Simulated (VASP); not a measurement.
Runs of VASP 6.6.1 on VI. The structure is that of space group Pm-3m (No. 221), or close to it. The cells are those of the table. 

| task | cell | k mesh | cutoff (eV) | gap on the mesh (eV) | pressure (GPa) | moment (μB) | relaxed volume (Å³/atom) |
| --- | --- | --- | --- | --- | --- | --- | --- |
| relaxation of cell and atoms | relaxed from a = 3.846 Å, 2 atoms | 4 × 4 × 4 | 600 | none | -0.1 | 3.91 | 24.95 |
| single point | a = 3.681 Å, 2 atoms | 4 × 4 × 4 | 520 | none | 0.0 | 3.91 | - |
| single point | a = 3.846 Å, 2 atoms | 6 × 6 × 6 | 520 | none | -4.4 | 4.00 | - |
| relaxation of cell and atoms | relaxed from a = 3.681 Å, 2 atoms | 6 × 6 × 6 | 600 | none | 0.0 | 3.96 | (a) |
| single point | a = 3.667 Å, 2 atoms | 6 × 6 × 6 | 520 | none | 0.0 | 3.96 | - |

Alike in all rows: level r2SCAN; potentials or basis VASP PAW PBE potentials, release 64 (V_sv, I); spin collinear, ferromagnetic start; smearing gaussian 0.1 eV.

**Question.** Estimate the missing entries.

**Answer.** (a) 24.64.

Caveats: some runs use coarse meshes; the PAW data sets were made with another functional, which shifts forces and pressure a little; spin-orbit coupling is left out, which moves the levels of the heavy elements; semilocal functionals often make such compounds metallic where correlation or magnetic order opens a gap, which also shifts bond lengths; the cell stands under tension (at least some runs).

A k mesh can miss the band edges, and the runs leave out spin-orbit coupling on I.

A gap of «none» marks levels without a gap at the run's occupations.
